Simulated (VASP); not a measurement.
Input of a VASP 6.6.1 run:

The input INCAR:

```
SYSTEM = Au
PREC = Accurate
ENCUT = 500
EDIFF = 1E-6
ISMEAR = 1
SIGMA = 0.02
LREAL = .False.
LASPH = .True.
NELM = 120
ALGO = Normal
ISIF = 2
LWAVE = .False.
LCHARG = .False.
GGA = RE
IVDW = 12
NBANDS = 18
GGA_COMPAT = .False.
```

Contents of KPOINTS:

```
regular mesh
0
Gamma
  9 9 5
  0 0 0
```

POSCAR

```
Au
1.0
    2.9192058577      0.0000000000      0.0000000000
   -1.4596029289      2.5281027364      0.0000000000
    0.0000000000      0.0000000000      4.9123188227
Au
2
Direct
    0.3333333333      0.6666666667      0.7500000000
    0.6666666667      0.3333333333      0.2500000000
```

Potentials or basis: VASP PAW PBE potentials, release 64 (Au).

The run is started by

```console
$ cat potpaw_PBE.64/Au/POTCAR > POTCAR
$ mpirun -np 1 vasp_std > vasp.out
```

(1) What does it give for the pressure?

(2) What does it give for the dispersion energy per atom?

(3) What does it give for the band gap on the k mesh?

Answers

(1) -9.5 GPa.

(2) -1.183 eV.

(3) zero (bands 11 and 12 overlap by 5.90 eV).

Caveat: three body term missing; the cell stands under tension; the PAW data sets were made with another functional, which shifts forces and pressure a little; spin-orbit coupling is left out, which moves the levels of the heavy elements.
